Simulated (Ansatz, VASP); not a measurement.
## Two plane-wave programs on LiBe2

File INCAR:

```
ALGO = Normal
EDIFF = 1E-7
EDIFFG = -0.04
ENCUT = 600
GGA = PE
IBRION = 2
ISIF = 3
ISMEAR = 0
LASPH = T
LCHARG = F
LREAL = F
LWAVE = F
NELM = 60
NSW = 90
PREC = Accurate
SIGMA = 0.1
```

File KPOINTS:

```
k-points
0
Gamma
  6 6 6
```

Contents of POSCAR:

```
LiBe2
1.0
    4.0927080800      0.0000000000      0.0000000000
   -2.0463540400      3.5443891700      0.0000000000
    0.0000000000      0.0000000000      2.5088300500
Li Be
1 2
Direct
    0.6666666700      0.3333333300      0.5000000000
    0.0000000000      0.0000000000      0.0000000000
    0.3333333300      0.6666666700      0.5000000000
```

Input for Ansatz:

```yaml
crystal:
  lattice:
    - [4.09270808, 0.0, 0.0]
    - [-2.04635404, 3.54438917, 0.0]
    - [0.0, 0.0, 2.50883005]
  atoms:
    - { symbol: Li, position: [0.66666667, 0.33333333, 0.5] }
    - { symbol: Be, position: [0.0, 0.0, 0.0] }
    - { symbol: Be, position: [0.33333333, 0.66666667, 0.5] }
basis:
  ecutwfc: 420
kpoints:
  mp_grid: { grid: [6, 6, 6] }
hamiltonian:
  xc: pbe
scf:
  occupations: { method: gaussian, width: 0.1 }
  lower_state_search: "off"
output:
  forces: true
  stress: true
  eigenvalues: true
relax:
  adjacent_minimum: "off"
  f_tol: 0.04
  max_steps: 70
  cell: { stress_tol: 0.4 }
```

Alike in both runs: task relaxation of cell and atoms; functional PBE; k mesh 6 × 6 × 6; occupations gaussian, width 0.1 eV; no spin polarisation.

```csv
,VASP,Ansatz
version,VASP 6.6.1,Ansatz 0.2.0
potentials or method,"VASP PAW PBE potentials, release 64 (Li_sv, Be), cutoff 600 eV","scalar-relativistic, plane waves, PAW"
valence electrons in the cell,7,7
```

|  | VASP | Ansatz | Ansatz less VASP |
| --- | --- | --- | --- |
| gap on the k mesh at the Fermi level, each at its own relaxed structure (eV) | none | none | - |
| relaxed volume (Å³/atom) | 9.42 | 9.40 | -0.022 |
| relaxed cell length with the largest relative difference (Å) | 2.186 | 2.181 | -0.0041 |

A gap of «none» marks a metal or a gap that the smearing closes.

The k mesh is coarse, so the values compare programs but aren't converged. Noted on VASP's run: the cutoff is short for stress, so the pressure is rough; the volume moved by over 15 % at a fixed basis, so the end points are rough.
